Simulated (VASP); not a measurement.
# TiSe2 (ae) (P-3m1) in VASP: further runs

TiSe2 (ae) is run at these levels: PBE+D3(BJ); tasks: single point, relaxation of cell and atoms.

Everything below comes from runs of VASP 6.6.1. Logs are shortened: lines on timing, memory, paths and dates and some standing lists are left out, and cuts for length are marked.

### 1 The cell of the first run

The structure is trigonal, space group P-3m1 (No. 164). Conventional cell: a = 3.481 Å, b = 3.481 Å, c = 5.871 Å, α = 90.00°, β = 90.00°, γ = 120.00°. Ti (site symmetry -3m) has 6 Se at 2.54 Å within 3.4 Å. Se (site symmetry 3m) has 3 Ti at 2.54 Å within 3.4 Å.

### 2 Single point, PBE+D3(BJ)

File INCAR:

```
ALGO     = Normal         # electronic algorithm
EDIFF    = 1E-6           # SCF threshold, eV
ENCUT    = 500            # plane-wave cutoff, eV
GGA      = PE             # functional
GGA_COMPAT= False        
ISIF     = 2              # what is computed and relaxed
ISMEAR   = 0              # smearing method
IVDW     = 12             # dispersion correction
LASPH    = True           # aspherical terms in the spheres
LCHARG   = True           # write CHGCAR
LELF     = True           # ELF
LREAL    = False          # projectors in reciprocal space
LVHAR    = True         
LWAVE    = False          # write WAVECAR
NBANDS   = 19             # bands
NELM     = 120            # most SCF steps
PREC     = Accurate       # precision mode
SIGMA    = 0.1            # smearing width, eV
```

File KPOINTS:

```
k-points
0
Gamma
  15 15 8
```

File POSCAR:

```
TiSe2
1.0
    3.4811078656      0.0000000000      0.0000000000
   -1.7405539328      3.0147278449      0.0000000000
    0.0000000000      0.0000000000      5.8712256217
Ti Se
1 2
Direct
    0.0000000000      0.0000000000      0.0000000000
    0.3333333333      0.6666666667      0.2646561268
    0.6666666667      0.3333333333      0.7353438732
```

Potentials or basis: VASP PAW PBE potentials, release 64 (Ti_sv, Se).

Launch:

```console
$ cat potpaw_PBE.64/Ti_sv/POTCAR potpaw_PBE.64/Se/POTCAR > POTCAR
$ mpirun -np 1 vasp_std > vasp.out
```

OUTCAR:

```text
EDIFF = 1E-6
   ENCUT = 500
   GGA = PE
   ISIF = 2
   ISMEAR = 0
   IVDW = 12
   LASPH = True
   LREAL = False
   NELM = 120
   PREC = Accurate
 IVDW          = 12

 ion  position               nearest neighbor table
   1  0.000  0.000  0.000-   2 2.54   3 2.54   2 2.54   3 2.54   3 2.54   2 2.54
   2  0.333  0.667  0.265-   1 2.54   1 2.54   1 2.54
   3  0.667  0.333  0.735-   1 2.54   1 2.54   1 2.54

  LATTYP: Found a hexagonal cell.
 ALAT       =     3.4811078656
 C/A-ratio  =     1.6865968675

  Lattice vectors:

 A1 = (   3.4811078656,   0.0000000000,   0.0000000000)
 A2 = (  -1.7405539328,   3.0147278449,   0.0000000000)
 A3 = (   0.0000000000,   0.0000000000,   5.8712256217)

Analysis of symmetry for initial positions (statically):
=====================================================================
 Subroutine PRICEL returns:
 Original cell was already a primitive cell.

 Routine SETGRP: Setting up the symmetry group for a
 hexagonal supercell.

 Subroutine GETGRP returns: Found 12 space group operations
 (whereof 12 operations were pure point group operations)
 out of a pool of 24 trial point group operations.

The static configuration has the point symmetry D_3d.

Analysis of symmetry for dynamics (positions and initial velocities):
=====================================================================
 Subroutine PRICEL returns:
 Original cell was already a primitive cell.

 Routine SETGRP: Setting up the symmetry group for a
 hexagonal supercell.

 Subroutine GETGRP returns: Found 12 space group operations
 (whereof 12 operations were pure point group operations)
 out of a pool of 24 trial point group operations.

The dynamic configuration has the point symmetry D_3d.

 Subroutine INISYM returns: Found 12 space group operations
 (whereof 12 operations are pure point group operations),
 and found     1 'primitive' translations

----------------------------------------------------------------------------------------

                                     Primitive cell

  volume of cell :      61.6161

  direct lattice vectors                    reciprocal lattice vectors
     3.481107866  0.000000000  0.000000000     0.287264870  0.165852450  0.000000000
    -1.740553933  3.014727845  0.000000000     0.000000000  0.331704901  0.000000000
     0.000000000  0.000000000  5.871225622     0.000000000  0.000000000  0.170322189

  length of vectors
     3.481107866  3.481107866  5.871225622     0.331704901  0.331704901  0.170322189

  position of ions in fractional coordinates (direct lattice)
     0.000000000  0.000000000  0.000000000
     0.333333333  0.666666667  0.264656127
     0.666666667  0.333333333  0.735343873

  ion indices of the primitive-cell ions
   primitive index   ion index
                 1           1
                 2           2
                 3           3

----------------------------------------------------------------------------------------

 KPOINTS: k-points

Automatic generation of k-mesh.
 Grid dimensions read from file:
 generate k-points for:   15   15    8

 Generating k-lattice:

  Cartesian coordinates                     Fractional coordinates (reciprocal lattice)
     0.019150991  0.011056830  0.000000000     0.066666667  0.000000000  0.000000000
     0.000000000  0.022113660  0.000000000     0.000000000  0.066666667  0.000000000
     0.000000000  0.000000000  0.021290274     0.000000000  0.000000000  0.125000000

  Length of vectors
     0.022113660  0.022113660  0.021290274

  Shift w.r.t. Gamma in fractional coordinates (k-lattice)
     0.000000000  0.000000000  0.000000000

 Subroutine IBZKPT returns following result:
 ===========================================

 Found    192 irreducible k-points:

 Following reciprocal coordinates:
            Coordinates               Weight
  0.000000  0.000000  0.000000      1.000000
  0.066667  0.000000  0.000000      6.000000
  0.133333  0.000000  0.000000      6.000000
  0.200000  0.000000  0.000000      6.000000
  0.266667  0.000000  0.000000      6.000000
  0.333333  0.000000  0.000000      6.000000
[... 16 lines left out ...]
  0.333333  0.200000  0.000000     12.000000
  0.400000  0.200000  0.000000      6.000000
 [... further k-points ...]
   k-points           NKPTS =    192   k-points in BZ     NKDIM =    192   number of bands    NBANDS=     19
   number of dos      NEDOS =    301   number of ions     NIONS =      3
   total plane-waves  NPLWV =  37632
   dimension x,y,z NGX =    28 NGY =   28 NGZ =   48
   dimension x,y,z NGXF=    56 NGYF=   56 NGZF=   96
   ions per type =               1   2
   NGX,Y,Z   is equivalent  to a cutoff of  13.37, 13.37, 13.59 a.u.
   NGXF,Y,Z  is equivalent  to a cutoff of  26.74, 26.74, 27.18 a.u.
 SYSTEM =  unknown system
   PREC   = accura    normal or accurate (medium, high low for compatibility)
   ISTART =      0    job   : 0-new  1-cont  2-samecut
   ICHARG =      2    charge: 1-file 2-atom 10-const
   ISPIN  =      1    spin polarized calculation?
   LNONCOLLINEAR =      F non collinear calculations
   LSORBIT =      F    spin-orbit coupling
   LASPH  =      T    aspherical Exc in radial PAW
   ENCUT  =  500.0 eV  36.75 Ry    6.06 a.u.   6.35  6.35 10.70*2*pi/ulx,y,z
   NELM   =    120;   NELMIN=  2; NELMDL= -5     # of ELM steps
   EDIFF  = 0.1E-05   stopping-criterion for ELM
   LREAL  =      F    real-space projection
   EDIFFG = 0.1E-04   stopping-criterion for IOM
   NSW    =      0    number of steps for IOM
   IBRION =     -1    ionic relax: 0-MD 1-quasi-New 2-CG
   NFREE  =      0    steps in history (QN), initial steepest desc. (CG)
   ISIF   =      2    stress and relaxation
   ISYM   =      2    0-nonsym 1-usesym 2-fastsym
   POTIM  = 0.5000    time-step for ionic-motion
   TEBEG  =    0.0;   TEEND  =   0.0 temperature during run
   PSTRESS=    0.0 pullay stress
   NELECT =      24.0000    total number of electrons
   NUPDOWN=      -1.0000    fix difference up-down
   EMIN   =  10.00;   EMAX   =-10.00  energy-range for DOS
   EFERMI =   0.00;   METHOD = LEGACY
   ISMEAR =     0;   SIGMA  =   0.10  broadening in eV -4-tet -1-fermi 0-gaus
   EFERMI_NEDOS =   21; number of points for ismear=-14 and -15
   IALGO  =     38    algorithm
   IMIX   =      4    mixing-type and parameters
     AMIX     =   0.40;   BMIX     =  1.00
[... 20 lines left out ...]

 Free energy of the ion-electron system (eV)
  ---------------------------------------------------
  ext. energy  EPLUGINS =         0.00000000
  ---------------------------------------------------
  free energy    TOTEN  =       -18.12491828 eV

  energy without entropy =      -18.12050469  energy(sigma->0) =      -18.12271148

 E-fermi :   5.3634     XC(G=0): -10.2953

 val. band max:        5.3552800822   @ k =   0.0000   0.3333   0.3750
 cond. band min:       5.3710263215   @ k =   0.4667   0.0667   0.5000
 fundamental gap:      0.0157462393
 Fermi energy:         5.3634022557

 k-point     1 :       0.0000    0.0000    0.0000
  band No.  band energies     occupation
      1     -52.1507      2.00000
      2     -28.3835      2.00000
      3     -28.3694      2.00000
      4     -28.3694      2.00000
      5      -8.8314      2.00000
      6      -7.2284      2.00000
[... 11 lines left out ...]
     18      11.0986      0.00000
     19      11.5263      0.00000

 k-point     2 :       0.0667    0.0000    0.0000
  band No.  band energies     occupation
      1     -52.1503      2.00000
      2     -28.3826      2.00000
      3     -28.3739      2.00000
      4     -28.3704      2.00000
      5      -8.7798      2.00000
      6      -7.2102      2.00000
[... 11 lines left out ...]
     18      11.4932      0.00000
     19      11.8316      0.00000

 k-point     3 :       0.1333    0.0000    0.0000
  band No.  band energies     occupation
      1     -52.1492      2.00000
      2     -28.3868      2.00000
      3     -28.3797      2.00000
      4     -28.3733      2.00000
      5      -8.6286      2.00000
      6      -7.1586      2.00000
[... 11 lines left out ...]
     18      12.2281      0.00000
     19      12.5579      0.00000

 k-point     4 :       0.2000    0.0000    0.0000
  band No.  band energies     occupation
      1     -52.1475      2.00000
      2     -28.4056      2.00000
      3     -28.3776      2.00000
      4     -28.3756      2.00000
      5      -8.3894      2.00000
      6      -7.0827      2.00000
[... 11 lines left out ...]
     18      12.5993      0.00000
     19      13.1553      0.00000

 k-point     5 :       0.2667    0.0000    0.0000
  band No.  band energies     occupation
      1     -52.1456      2.00000
      2     -28.4271      2.00000
      3     -28.3825      2.00000
      4     -28.3708      2.00000
      5      -8.0831      2.00000
      6      -6.9986      2.00000
[... 11 lines left out ...]
     18      12.4559      0.00000
     19      13.0931      0.00000

 k-point     6 :       0.3333    0.0000    0.0000
  band No.  band energies     occupation
      1     -52.1438      2.00000
      2     -28.4476      2.00000
      3     -28.3872      2.00000
      4     -28.3662      2.00000
      5      -7.7425      2.00000
      6      -6.9301      2.00000
[... 11 lines left out ...]
     18      12.2096      0.00000
     19      12.6200      0.00000

 k-point     7 :       0.4000    0.0000    0.0000
  band No.  band energies     occupation
      1     -52.1423      2.00000
      2     -28.4636      2.00000
      3     -28.3908      2.00000
      4     -28.3626      2.00000
      5      -7.4134      2.00000
      6      -6.9080      2.00000
[... 11 lines left out ...]
     18      11.9218      0.00000
     19      12.3972      0.00000

 k-point     8 :       0.4667    0.0000    0.0000
  band No.  band energies     occupation
      1     -52.1416      2.00000
      2     -28.4723      2.00000
      3     -28.3928      2.00000
      4     -28.3607      2.00000
      5      -7.1520      2.00000
      6      -6.9625      2.00000
[... 256 lines left out ...]
 k-point    20 :       0.4000    0.1333    0.0000
  band No.  band energies     occupation
      1     -52.1412      2.00000
      2     -28.4666      2.00000
      3     -28.4036      2.00000
      4     -28.3598      2.00000
      5      -7.0959      2.00000
      6      -6.9192      2.00000
[... 11 lines left out ...]
     18      11.9829      0.00000
     19      12.8740      0.00000

 k-point    21 :       0.2000    0.2000    0.0000
  band No.  band energies     occupation
      1     -52.1433      2.00000
      2     -28.4429      2.00000
      3     -28.3980      2.00000
      4     -28.3651      2.00000
      5      -7.6703      2.00000
      6      -6.8995      2.00000
[... 11 lines left out ...]
     18      12.5920      0.00000
     19      13.8886      0.00000

 k-point    22 :       0.2667    0.2000    0.0000
  band No.  band energies     occupation
      1     -52.1420      2.00000
      2     -28.4525      2.00000
      3     -28.4069      2.00000
      4     -28.3618      2.00000
      5      -7.3764      2.00000
      6      -6.8560      2.00000
[... 11 lines left out ...]
     18      11.9313      0.00000
     19      13.8597      0.00000

 k-point    23 :       0.3333    0.2000    0.0000
  band No.  band energies     occupation
      1     -52.1410      2.00000
      2     -28.4586      2.00000
      3     -28.4134      2.00000
      4     -28.3595      2.00000
      5      -7.1272      2.00000
      6      -6.8576      2.00000
[... 11 lines left out ...]
     18      11.5565      0.00000
     19      13.7435      0.00000

 k-point    24 :       0.4000    0.2000    0.0000
  band No.  band energies     occupation
      1     -52.1407      2.00000
      2     -28.4606      2.00000
      3     -28.4157      2.00000
      4     -28.3587      2.00000
      5      -6.9924      2.00000
      6      -6.9005      2.00000
[... 11 lines left out ...]
     18      11.4405      0.00000
     19      13.6900      0.00000

 [... further k-points ...]

------------------------ aborting loop because EDIFF is reached ----------------------------------------

 Edisp (eV)   -1.35034

 E8    (eV) :    -0.5857

  FORCE on cell =-STRESS in cart. coord.  units (eV):
  Direction    XX          YY          ZZ          XY          YZ          ZX
  --------------------------------------------------------------------------------------
  -------------------------------------------------------------------------------------
  Total       0.03571     0.03571     0.04674     0.00000     0.00000     0.00000
  in kB       0.92859     0.92859     1.21545     0.00000     0.00000     0.00000
  external pressure =        1.02 kB  Pullay stress =        0.00 kB

 VOLUME and BASIS-vectors are now :
 -----------------------------------------------------------------------------
  energy-cutoff  :      500.00
  volume of cell :       61.62
      direct lattice vectors                 reciprocal lattice vectors
     3.481107866  0.000000000  0.000000000     0.287264870  0.165852450  0.000000000
    -1.740553933  3.014727845  0.000000000     0.000000000  0.331704901  0.000000000
     0.000000000  0.000000000  5.871225622     0.000000000  0.000000000  0.170322189

 POSITION                                       TOTAL-FORCE (eV/Angst)
 -----------------------------------------------------------------------------------
      0.00000      0.00000      0.00000         0.000000      0.000000     -0.000000
     -0.00000      2.00982      1.55386        -0.000000     -0.000000      0.018567
      1.74055      1.00491      4.31737        -0.000000      0.000000     -0.018567
 -----------------------------------------------------------------------------------
    total drift:                               -0.000000     -0.000000      0.000000

  FREE ENERGIE OF THE ION-ELECTRON SYSTEM (eV)
  ---------------------------------------------------
  free  energy   TOTEN  =       -19.4752567329 eV

  energy  without entropy=      -19.4708431506  energy(sigma->0) =      -19.47304994
```

Wall time 2.2 min (1 thread of AMD EPYC 9R45 (Zen 5), shared host); peak memory 0.32 GiB.

What came out:

```
Free energy                : -19.4753 eV
Pressure                   : 0.1 GPa
Largest force              : 0.019 eV/Å
Band gap on the k mesh     : zero (band 12 reaches 5.89 eV, above the bottom of band 13 at 5.14 eV)
Dispersion energy per atom : -0.450 eV
```

Forces in eV/Å, atoms in the order of the input:
```
Ti   0.000  0.000  0.000
Se   0.000  0.000  0.019
Se   0.000  0.000 -0.019
```

Caveat: pairwise dispersion overbinds metals, which lowers pressure and volume.

### 3 Relaxation of cell and atoms, PBE+D3(BJ)

This run uses another cell than the first one, of 20.79 Å³/atom, 1.012 times its volume.

File INCAR:

```
PREC     = Accurate       # precision mode
ENCUT    = 500            # plane-wave cutoff, eV
EDIFF    = 1E-7           # SCF threshold, eV
ISMEAR   = 0              # smearing method
SIGMA    = 0.1            # smearing width, eV
LREAL    = False          # projectors in reciprocal space
LASPH    = True           # aspherical terms in the spheres
NELM     = 120            # most SCF steps
ALGO     = Normal         # electronic algorithm
ISIF     = 3              # what is computed and relaxed
LWAVE    = False          # write WAVECAR
LCHARG   = False          # write CHGCAR
GGA      = PE             # functional
IVDW     = 12             # dispersion correction
IBRION   = 2              # ionic algorithm
NSW      = 50             # ionic steps
EDIFFG   = -0.003         # ionic threshold
GGA_COMPAT= False        
NELMIN   = 4
```

File KPOINTS:

```
regular mesh
0
Gamma
  15 15 8
```

File POSCAR:

```
TiSe2
1.0
    3.4950714083      0.0000000000      0.0000000000
   -1.7475357041      3.0268206276      0.0000000000
    0.0000000000      0.0000000000      5.8946076265
Ti Se
1 2
Direct
    0.0000000000      0.0000000000      0.0000000000
    0.3333333333      0.6666666667      0.2646523612
    0.6666666667      0.3333333333      0.7353476388
```

Potentials or basis: VASP PAW PBE potentials, release 64 (Ti_sv, Se).

Launch:

```console
$ cat potpaw_PBE.64/Ti_sv/POTCAR potpaw_PBE.64/Se/POTCAR > POTCAR
$ mpirun -np 1 vasp_std > vasp.out
```

Wall time 12 min (1 thread of AMD EPYC 9R45 (Zen 5), shared host); peak memory 0.32 GiB.

Results (log left out):

* Free energy: -19.4754 eV
* Relaxed volume: 20.55 Å³/atom
* Relaxed cell: a = 3.482 Å, b = 3.482 Å, c = 5.872 Å, α = 90.00°, β = 90.00°, γ = 120.00°
* Space group after relaxing (to 0.05 Å): P-3m1 (No. 164)
* Energy gained by relaxing: 0.7 meV/atom
* Ionic steps: 11
* Pressure after relaxing: 0.0 GPa
* Band gap on the k mesh: zero (band 12 reaches 5.88 eV, above the bottom of band 13 at 5.14 eV)
* Dispersion energy per atom: -0.450 eV

Step by step:
```csv
step,energy change (eV),largest force (eV/Å),pressure (GPa),volume (Å³)
1,0.0000,0.1007,-0.94,62.36
2,-0.0001,0.1399,0.89,61.26
3,-0.0019,0.0202,-0.02,61.80
4,-0.0019,0.0178,-0.04,61.81
5,-0.0020,0.0116,-0.04,61.77
6,-0.0020,0.0041,-0.02,61.73
7,-0.0020,0.0028,-0.02,61.72
8,-0.0020,0.0063,0.02,61.68
9,-0.0020,0.0080,0.03,61.66
10,-0.0020,0.0063,0.03,61.66
11,-0.0020,0.0008,0.00,61.65
```

Final structure:
```yaml
crystal:
  lattice:
    - [3.48191, 0.00000, 0.00000]
    - [-1.74096, 3.01543, 0.00000]
    - [0.00000, 0.00000, 5.87165]
  atoms:
    - { symbol: Ti, position: [0.00000, 0.00000, 0.00000] }
    - { symbol: Se, position: [0.33333, 0.66667, 0.26484] }
    - { symbol: Se, position: [0.66667, 0.33333, 0.73516] }
```

Levels at points of the mesh, in eV from the Fermi level:
| k point | band 8 | band 9 | band 10 | band 11 | band 12 | band 13 | band 14 | band 15 | band 16 |
| --- | --- | --- | --- | --- | --- | --- | --- | --- | --- |
| (0.00, 0.00, 0.00) | -2.23 | -2.23 | 0.37 | 0.52 | 0.52 | 0.58 | 0.62 | 0.62 | 3.31 |
| (0.00, 0.00, 0.50) | -2.88 | -2.15 | -2.15 | 0.31 | 0.31 | 0.50 | 0.50 | 1.28 | 3.75 |

Caveat: pairwise dispersion overbinds metals, which lowers pressure and volume.

### 4 Single point, PBE+D3(BJ)

File INCAR:

```
SYSTEM = TiSe2
ALGO = Normal
EDIFF = 1E-6
ENCUT = 500
GGA = PE
GGA_COMPAT = .False.
ISIF = 2
ISMEAR = 0
IVDW = 12
LASPH = .True.
LCHARG = .False.
LREAL = .False.
LWAVE = .False.
NBANDS = 19
NELM = 120
PREC = Accurate
SIGMA = 0.1
```

File KPOINTS:

```
k-points
0
Gamma
  15 15 8
  0 0 0
```

File POSCAR:

```
TiSe2
1.0
    3.4811078656      0.0000000000      0.0000000000
   -1.7405539328      3.0147278449      0.0000000000
    0.0000000000      0.0000000000      5.8712256217
Ti Se
1 2
Direct
    0.0000000000      0.0000000000      0.0000000000
    0.3333333333      0.6666666667      0.2646561268
    0.6666666667      0.3333333333      0.7353438732
```

Launch:

```console
$ cat potpaw_PBE.64/Ti_sv/POTCAR potpaw_PBE.64/Se/POTCAR > POTCAR
$ mpirun -np 1 vasp_std > vasp.out
```

It took 2.4 min on 1 thread of AMD EPYC 9R45 (Zen 5), shared host; peak memory 0.32 GiB.

The run converged. Its results:

- Free energy: -19.4753 eV
- Pressure: 0.1 GPa
- Largest force: 0.019 eV/Å
- Band gap on the k mesh: zero (band 12 reaches 5.89 eV, above the bottom of band 13 at 5.14 eV)
- Dispersion energy per atom: -0.450 eV

Forces in eV/Å, atoms in the order of the input:
```
Ti   0.000  0.000  0.000
Se   0.000  0.000  0.019
Se   0.000  0.000 -0.019
```

Levels at points of the mesh, in eV from the Fermi level:
```
           k point  band 8  band 9  band 10  band 11  band 12  band 13  band 14  band 15  band 16  band 17
(0.00, 0.00, 0.00)   -2.23   -2.23     0.36     0.52     0.52     0.58     0.62     0.62     3.31     3.31
(0.00, 0.00, 0.50)   -2.88   -2.15    -2.15     0.31     0.31     0.50     0.50     1.29     3.76     3.76
```

Caveat: pairwise dispersion overbinds metals, which lowers pressure and volume.
